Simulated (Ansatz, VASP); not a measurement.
One calculation of SiC, two programs

File POSCAR:

```
SiC
1.0
    2.1718613537      2.1718613537      0.0000000000
   -2.1718613537      2.1718613537      0.0000000000
    0.0000000000      2.1718613537      2.1718613537
Si C
1 1
Direct
    0.0000000000      0.0000000000      0.0000000000
    0.7500000000      0.2500000000      0.5000000000
```

INCAR.step1

```
SYSTEM = SiC
PREC     = Accurate       ! precision mode
ENCUT    = 520            ! plane-wave cutoff, eV
ISMEAR   = 0              ! smearing method
SIGMA    = 0.01           ! smearing width, eV
LREAL    = .False.        ! projectors in reciprocal space
LASPH    = .True.         ! aspherical terms in the spheres
NELM     = 80             ! most SCF steps
NBANDS   = 11             ! bands
GGA      = PE             ! functional
ALGO     = Normal         ! electronic algorithm
EDIFF    = 1E-4           ! SCF threshold, eV
LWAVE    = .True.         ! write WAVECAR
LCHARG   = .False.        ! write CHGCAR
```

File INCAR.step2:

```
SYSTEM = SiC
PREC     = Accurate       ! precision mode
ENCUT    = 520            ! plane-wave cutoff, eV
EDIFF    = 1E-6           ! SCF threshold, eV
ISMEAR   = 0              ! smearing method
SIGMA    = 0.01           ! smearing width, eV
LREAL    = .False.        ! projectors in reciprocal space
LASPH    = .True.         ! aspherical terms in the spheres
NELM     = 80             ! most SCF steps
ALGO     = Normal         ! electronic algorithm
ISIF     = 2              ! what is computed and relaxed
LWAVE    = .False.        ! write WAVECAR
LCHARG   = .False.        ! write CHGCAR
METAGGA  = R2SCAN         ! meta-GGA
LMIXTAU  = .True.       
NBANDS   = 11             ! bands
ISTART   = 1
```

The input KPOINTS:

```
regular mesh
0
Gamma
  10 10 10
  0 0 0
```

Input for Ansatz:

```yaml
crystal:
  lattice:
    - [2.1718613537, 2.1718613537, 0.0]
    - [-2.1718613537, 2.1718613537, 0.0]
    - [0.0, 2.1718613537, 2.1718613537]
  atoms:
    - { symbol: Si, position: [0.0, 0.0, 0.0] }
    - { symbol: C, position: [0.75, 0.25, 0.5] }
kpoints:
  mp_grid: { grid: [10, 10, 10] }
scf:
  occupations: { method: fixed }
  convergence: { dr2_threshold: 1.0e-10 }
hamiltonian:
  xc: r2scan
  pseudopotentials: { kind: paw }
output:
  forces: true
  stress: true
  eigenstates:
    kpoints:
      - [0.0, 0.0, 0.0]
      - [-0.5, 0.5, 0.0]
      - [-0.5, -0.5, -0.5]
      - [0.0, 0.0, -0.5]
      - [0.0, -0.5, -0.5]
      - [0.0, 0.5, 0.0]
      - [-0.5, 0.0, 0.0]
      - [-0.5, 0.0, -0.5]
  eigenvalues: true
```

Alike in both runs: task single point; functional r2SCAN; k mesh 10 × 10 × 10; no spin polarisation.

|  | VASP | Ansatz |
| --- | --- | --- |
| version | VASP 6.6.1 | Ansatz 0.2.0 |
| potentials or method | VASP PAW PBE potentials, release 64 (Si, C) | PAW with Ansatz's default frozen-core files, scalar-relativistic |
| plane-wave cutoff (eV) | 520 | 500 |
| occupations | gaussian, width 0.01 eV | fixed |
| valence electrons in the cell | 8 | 8 |

|  | VASP | Ansatz | Ansatz less VASP |
| --- | --- | --- | --- |
| gap on the k mesh at the Fermi level (eV) | 1.72 | 1.71 | -0.011 |
| pressure (GPa) | 1.8 | 2.0 | +0.19 |

VASP's potentials were made for PBE, not for r2SCAN.
